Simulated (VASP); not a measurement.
# MgO (Amm2) in VASP: notebook

The runs below take MgO through single point, with PBE.

Everything below comes from runs of VASP 6.6.1. Logs are shortened: lines on timing, memory, paths and dates and some standing lists are left out, and cuts for length are marked.

## (1) The cell of the first run

Symmetry: Amm2, No. 38, orthorhombic system. The conventional cell has a = 2.680 Å, b = 2.938 Å, c = 5.012 Å, α = 90.00°, β = 90.00°, γ = 90.00°. Within 2.8 Å of Mg (site symmetry mm2) lie 6 O at 2.14 to 2.16 Å and 2 Mg at 2.68 Å. Within 2.8 Å of O (site symmetry mm2) lie 6 Mg at 2.14 to 2.16 Å and 2 O at 2.68 Å.

## (2) Single point, PBE (strain -0.0150 x Voigt [0, 1, 0, 0, 0, 0])

Contents of INCAR:

```
SYSTEM = MgO
ALGO = Normal
EDIFF = 1E-7
ENCUT = 520
GGA = PE
ISIF = 2
ISMEAR = 0
LASPH = .True.
LCHARG = .False.
LREAL = .False.
LWAVE = .False.
NBANDS = 11
NELM = 100
PREC = Accurate
SIGMA = 0.05
```

Contents of KPOINTS:

```
k-points
0
Gamma
  12 12 8
  0 0 0
```

Contents of POSCAR:

```
MgO
1.0
    2.9377244759      0.0000000000      0.0000000000
   -1.4688622380      2.5059818651      0.0000000000
    0.0000000000      0.0000000000      2.6797873418
Mg O
1 1
Direct
    0.0000000000      0.0000000000      0.0000000000
    0.3333333333      0.6666666667      0.5000000000
```

Potentials or basis: VASP PAW PBE potentials, release 64 (Mg, O).

Started as:

```bash
cat potpaw_PBE.64/Mg/POTCAR potpaw_PBE.64/O/POTCAR > POTCAR
mpirun -np 1 vasp_std > vasp.out
```

OUTCAR:

```text
SYSTEM = MgO
   EDIFF = 1E-7
   ENCUT = 520
   GGA = PE
   ISIF = 2
   ISMEAR = 0
   LASPH = .True.
   LREAL = .False.
   NELM = 100
   PREC = Accurate

 ion  position               nearest neighbor table
   1  0.000  0.000  0.000-   2 2.14   2 2.14   2 2.16   2 2.16   2 2.16   2 2.16
   2  0.333  0.667  0.500-   1 2.14   1 2.14   1 2.16   1 2.16   1 2.16   1 2.16

  Warning from LATTYP: Monoclinic adjustment (A1->A3, A2->A1, A3->A2)!
  LATTYP: Found a base centered orthorhombic cell.
 ALAT       =     2.9377244759
 B/A-ratio  =     1.7060700455
 C/A-ratio  =     0.9121983235

  Lattice vectors:

 A1 = (   1.4688622380,  -2.5059818651,   0.0000000000)
 A2 = (   1.4688622379,   2.5059818651,   0.0000000000)
 A3 = (   0.0000000000,   0.0000000000,   2.6797873418)

Analysis of symmetry for initial positions (statically):
=====================================================================
 Subroutine PRICEL returns:
 Original cell was already a primitive cell.

 Routine SETGRP: Setting up the symmetry group for a
 base centered orthorhombic supercell.

 Subroutine GETGRP returns: Found  4 space group operations
 (whereof  4 operations were pure point group operations)
 out of a pool of  8 trial point group operations.

The static configuration has the point symmetry C_2v.

Analysis of symmetry for dynamics (positions and initial velocities):
=====================================================================
 Subroutine PRICEL returns:
 Original cell was already a primitive cell.

 Routine SETGRP: Setting up the symmetry group for a
 base centered orthorhombic supercell.

 Subroutine GETGRP returns: Found  4 space group operations
 (whereof  4 operations were pure point group operations)
 out of a pool of  8 trial point group operations.

The dynamic configuration has the point symmetry C_2v.

 Subroutine INISYM returns: Found  4 space group operations
 (whereof  4 operations are pure point group operations),
 and found     1 'primitive' translations

----------------------------------------------------------------------------------------

                                     Primitive cell

  volume of cell :      19.7283

  direct lattice vectors                    reciprocal lattice vectors
     2.937724476  0.000000000  0.000000000     0.340399519  0.199522593  0.000000000
    -1.468862238  2.505981865  0.000000000     0.000000000  0.399045186  0.000000000
     0.000000000  0.000000000  2.679787342     0.000000000  0.000000000  0.373163939

  length of vectors
     2.937724476  2.904737748  2.679787342     0.394564441  0.399045186  0.373163939

[... 85 lines left out ...]
   NFREE  =      0    steps in history (QN), initial steepest desc. (CG)
   ISIF   =      2    stress and relaxation
   ISYM   =      2    0-nonsym 1-usesym 2-fastsym
   POTIM  = 0.5000    time-step for ionic-motion
   TEBEG  =    0.0;   TEEND  =   0.0 temperature during run
   PSTRESS=    0.0 pullay stress
   NELECT =       8.0000    total number of electrons
   NUPDOWN=      -1.0000    fix difference up-down
   EMIN   =  10.00;   EMAX   =-10.00  energy-range for DOS
   EFERMI =   0.00;   METHOD = LEGACY
   ISMEAR =     0;   SIGMA  =   0.05  broadening in eV -4-tet -1-fermi 0-gaus
   EFERMI_NEDOS =   21; number of points for ismear=-14 and -15
   IALGO  =     38    algorithm
   IMIX   =      4    mixing-type and parameters
     AMIX     =   0.40;   BMIX     =  1.00
     AMIX_MAG =   1.60;   BMIX_MAG =  1.00
  volume/ion in A,a.u.               =       9.86        66.57
  Fermi-wavevector in a.u.,A,eV,Ry     =   1.211737  2.289851 19.977525  1.468307
  Thomas-Fermi vector in A             =   2.347243
   LORBIT       =      0    0 simple, 1 ext, 2 COOP (PROOUT), +10 PAW based schemes
   GGA     = PE    functional components
   LHFCALC =     F    Hartree Fock is set to
   AEXX    =    0.0000 exact exchange contribution
   IVDW    =     0    specifies the selected vdW correction
   LEPSILON=     F    determine dielectric tensor
   LRPA    =     F    only Hartree local field effects (RPA)
 non-spin polarized calculation
 Gauss-broadening in eV      SIGMA  =   0.05
  energy-cutoff  :      520.00
  volume of cell :       19.73
 maximum number of plane-waves:       550
 NGX is ok and might be reduce to    24
   NGX = 11   NGY = 11   NGZ =  9

 number of electron       7.9999994 magnetization

 Free energy of the ion-electron system (eV)
  ---------------------------------------------------
  ext. energy  EPLUGINS =         0.00000000
  ---------------------------------------------------
  free energy    TOTEN  =       -11.22652287 eV

  energy without entropy =      -11.22652287  energy(sigma->0) =      -11.22652287

 E-fermi :   3.6283     XC(G=0): -10.8059

 val. band max:        3.3800812313   @ k =   0.0000   0.0000   0.5000
 cond. band min:       6.5172544932   @ k =   0.0000   0.0000   0.0000
 fundamental gap:      3.1371732619
 Fermi energy:         3.6282710867

 k-point     1 :       0.0000    0.0000    0.0000
  band No.  band energies     occupation
      1     -14.0868      2.00000
      2       2.8085      2.00000
      3       2.8903      2.00000
      4       2.9472      2.00000
      5       6.5173      0.00000
      6      15.3004      0.00000
      7      19.0482      0.00000
      8      19.4061      0.00000
      9      23.4843      0.00000
     10      24.3778      0.00000
     11      25.9400      0.00000
[... 309 lines left out ...]
 k-point    24 :       0.4167    0.1667    0.0000
  band No.  band energies     occupation
      1     -12.9533      2.00000
      2      -1.2010      2.00000
      3       1.1915      2.00000
      4       3.3367      2.00000
      5      11.1122      0.00000
      6      14.1971      0.00000
      7      16.1597      0.00000
      8      22.0381      0.00000
      9      22.4619      0.00000
     10      25.2967      0.00000
     11      25.9425      0.00000

 [... further k-points ...]
[... 5 lines left out ...]
  --------------------------------------------------------------------------------------
  -------------------------------------------------------------------------------------
  Total        0.0936322      0.5426045     -0.1391539     -0.0000000      0.0000000      0.0000000
  in kB        7.6040779     44.0661005    -11.3009950     -0.0000000      0.0000000      0.0000000
  external PRESSURE =      13.4563945 kB  Pullay stress =       0.0000000 kB

 VOLUME and BASIS-vectors are now :
 -----------------------------------------------------------------------------
  energy-cutoff  :      520.00
  volume of cell :       19.73
      direct lattice vectors                 reciprocal lattice vectors
     2.937724476  0.000000000  0.000000000     0.340399519  0.199522593  0.000000000
    -1.468862238  2.505981865  0.000000000     0.000000000  0.399045186  0.000000000
     0.000000000  0.000000000  2.679787342     0.000000000  0.000000000  0.373163939

 POSITION                                       TOTAL-FORCE (eV/Angst)
 -----------------------------------------------------------------------------------
      0.00000      0.00000      0.00000         0.000000     -0.006552      0.000000
     -0.00000      1.67065      1.33989        -0.000000      0.006552      0.000000
 -----------------------------------------------------------------------------------
    total drift:                                0.000000     -0.000111      0.000000

  FREE ENERGIE OF THE ION-ELECTRON SYSTEM (eV)
  ---------------------------------------------------
  free  energy   TOTEN  =       -11.2265228684 eV

  energy  without entropy=      -11.2265228684  energy(sigma->0) =      -11.22652287
```

stdout:

```text
POSCAR found type information on POSCAR MgO
 POSCAR found :  2 types and       2 ions
 scaLAPACK will be used
 LDA part: xc-table for (Slater+PW92), standard interpolation
 POSCAR, INCAR and KPOINTS ok, starting setup
 FFT: planning ... GRIDC
 FFT: planning ... GRID_SOFT
 FFT: planning ... GRID
 WAVECAR not read
 entering main loop
```

It took 21 s on 1 thread of Intel Xeon 6975P-C, shared host; peak memory 0.17 GiB.

What came out:

| Quantity | Value |
| --- | --- |
| Free energy | -11.2265 eV |
| Pressure | 1.3 GPa |
| Largest force | 0.007 eV/Å |
| Band gap on the k mesh | 3.14 eV, indirect (least direct gap 3.57 eV) |

Forces on the atoms (eV/Å):
```
Mg   0.000 -0.007  0.000
O    0.000  0.007  0.000
```

Stress tensor (GPa, compression positive):
```
 0.76  0.00  0.00
 0.00  4.41  0.00
 0.00  0.00 -1.13
```

Levels at points of the mesh, in eV from the valence-band top:
```csv
k point,band 2,band 3,band 4,band 5,band 6,band 7
"(0.00, 0.00, 0.00)",-0.57,-0.49,-0.43,3.14,11.92,15.67
"(0.50, 0.00, 0.00)",-4.91,-1.22,-0.07,6.77,10.72,13.14
"(0.00, 0.50, 0.00)",-4.86,-1.34,-0.05,6.63,10.83,13.17
"(0.00, 0.00, 0.50)",-5.40,-0.06,0.00,8.49,9.12,17.54
"(0.50, 0.00, 0.50)",-3.74,-3.38,-0.75,5.82,11.69,14.18
"(0.00, 0.50, 0.50)",-3.70,-3.36,-0.85,5.94,11.45,14.13
```

Caveat: the cell differs from its parent crystal (strain -0.0150 x Voigt [0, 1, 0, 0, 0, 0]).

## (3) Single point, PBE (strain +0.0150 x Voigt [0, 1, 0, 0, 0, 0])

Contents of INCAR:

```
SYSTEM = MgO
ALGO     = Normal         ! electronic algorithm
EDIFF    = 1E-6           ! SCF threshold, eV
ENCUT    = 520            ! plane-wave cutoff, eV
GGA      = PE             ! functional
ISIF     = 2              ! what is computed and relaxed
ISMEAR   = 0              ! smearing method
LASPH    = .True.         ! aspherical terms in the spheres
LCHARG   = .False.        ! write CHGCAR
LREAL    = .False.        ! projectors in reciprocal space
LWAVE    = .False.        ! write WAVECAR
NBANDS   = 11             ! bands
NELM     = 80             ! most SCF steps
PREC     = Accurate       ! precision mode
SIGMA    = 0.05           ! smearing width, eV
```

KPOINTS is that of step 2.

Contents of POSCAR:

```
MgO
1.0
    2.9377244759      0.0000000000      0.0000000000
   -1.4688622380      2.5823061858      0.0000000000
    0.0000000000      0.0000000000      2.6797873418
Mg O
1 1
Direct
    0.0000000000      0.0000000000      0.0000000000
    0.3333333333      0.6666666667      0.5000000000
```

Potentials or basis: VASP PAW PBE potentials, release 64 (Mg, O).

Started as:

```bash
cat potpaw_PBE.64/Mg/POTCAR potpaw_PBE.64/O/POTCAR > POTCAR
mpirun -np 1 vasp_std > vasp.out
```

It took 17 s on 1 thread of Intel Xeon 6975P-C, shared host; peak memory 0.17 GiB.

It converged, with:

```yaml
Free_energy: -11.2252 eV
Pressure: -2.4 GPa
Largest_force: 0.005 eV/Å
Band_gap_on_the_k_mesh: 2.85 eV, indirect (least direct gap 3.23 eV)
```

Forces in eV/Å, atoms in the order of the input:
```
Mg   0.000 -0.005  0.000
O    0.000  0.005  0.000
```

Stress tensor (GPa, compression positive):
```
-1.78  0.00  0.00
 0.00 -5.27  0.00
 0.00  0.00 -0.28
```

Levels at points of the mesh, in eV from the valence-band top:
| k point | band 1 | band 2 | band 3 | band 4 | band 5 | band 6 | band 7 | band 8 | band 9 |
| --- | --- | --- | --- | --- | --- | --- | --- | --- | --- |
| (0.00, 0.00, 0.00) | -17.41 | -0.72 | -0.64 | -0.38 | 2.85 | 11.80 | 15.13 | 15.46 | 19.56 |
| (0.50, 0.00, 0.00) | -16.41 | -4.86 | -1.42 | -0.04 | 6.41 | 10.34 | 13.02 | 17.41 | 18.86 |
| (0.00, 0.50, 0.00) | -16.44 | -4.91 | -1.30 | -0.06 | 6.55 | 10.22 | 12.99 | 17.67 | 18.76 |
| (0.00, 0.00, 0.50) | -16.35 | -5.31 | -0.20 | -0.13 | 8.05 | 8.88 | 17.18 | 17.56 | 18.13 |
| (0.50, 0.00, 0.50) | -15.66 | -3.70 | -3.33 | -0.91 | 5.81 | 11.14 | 13.73 | 14.65 | 14.86 |
| (0.00, 0.50, 0.50) | -15.68 | -3.73 | -3.35 | -0.81 | 5.69 | 11.37 | 13.80 | 14.46 | 15.24 |

Caveat: the cell differs from its parent crystal (strain +0.0150 x Voigt [0, 1, 0, 0, 0, 0]). A k mesh can miss the band edges.
